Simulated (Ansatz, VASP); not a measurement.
SnS2: VASP beside Ansatz

File INCAR:

```
SYSTEM = SnS2
PREC     = Accurate       ! precision mode
ENCUT    = 500            ! plane-wave cutoff, eV
EDIFF    = 1E-6           ! SCF threshold, eV
ISMEAR   = 0              ! smearing method
SIGMA    = 0.01           ! smearing width, eV
LREAL    = .False.        ! projectors in reciprocal space
LASPH    = .True.         ! aspherical terms in the spheres
NELM     = 120            ! most SCF steps
ALGO     = Normal         ! electronic algorithm
ISIF     = 2              ! what is computed and relaxed
LWAVE    = .False.        ! write WAVECAR
LCHARG   = .False.        ! write CHGCAR
GGA      = PE             ! functional
NBANDS   = 20             ! bands
GGA_COMPAT= .False.
```

Contents of KPOINTS:

```
Automatic mesh
0
Gamma
  5 5 3
  0 0 0
```

Contents of POSCAR:

```
SnS2
1.0
    3.6390000000      0.0000000000      0.0000000000
   -1.8195000000      3.1514660000      0.0000000000
    0.0000000000      0.0000000000      5.8680000000
Sn S
1 2
Direct
    0.0000000000      0.0000000000      0.0000000000
    0.3333333333      0.6666666667      0.2500000000
    0.6666666667      0.3333333333      0.7500000000
```

Input for Ansatz:

```yaml
crystal:
  lattice:
    - [3.639, 0.0, 0.0]
    - [-1.8195, 3.151466, 0.0]
    - [0.0, 0.0, 5.868]
  atoms:
    - { symbol: Sn, position: [0.0, 0.0, 0.0] }
    - { symbol: S, position: [0.3333333333333333, 0.6666666666666666, 0.25] }
    - { symbol: S, position: [0.6666666666666666, 0.3333333333333333, 0.75] }
basis:
  ecutwfc: 500.0
kpoints:
  mp_grid:
    grid: [5, 5, 3]
hamiltonian:
  xc: pbe
scf:
  occupations:
    method: fixed
output:
  stress: true
```

Alike in both runs: task single point; functional PBE; k mesh 5 × 5 × 3; no spin polarisation.

|  | VASP | Ansatz |
| --- | --- | --- |
| version | VASP 6.6.1 | Ansatz 0.2.0 |
| potentials or method | VASP PAW PBE potentials, release 64 (Sn_d, S), cutoff 500 eV | plane waves, PAW |
| occupations | gaussian, width 0.01 eV | fixed |
| valence electrons in the cell | 26 | 26 |

```csv
,VASP,Ansatz,Ansatz less VASP
pressure (GPa),4.3,4.4,+0.10
"traceless stress, the component that is largest in VASP (GPa)",-0.39,-0.42,-0.028
```
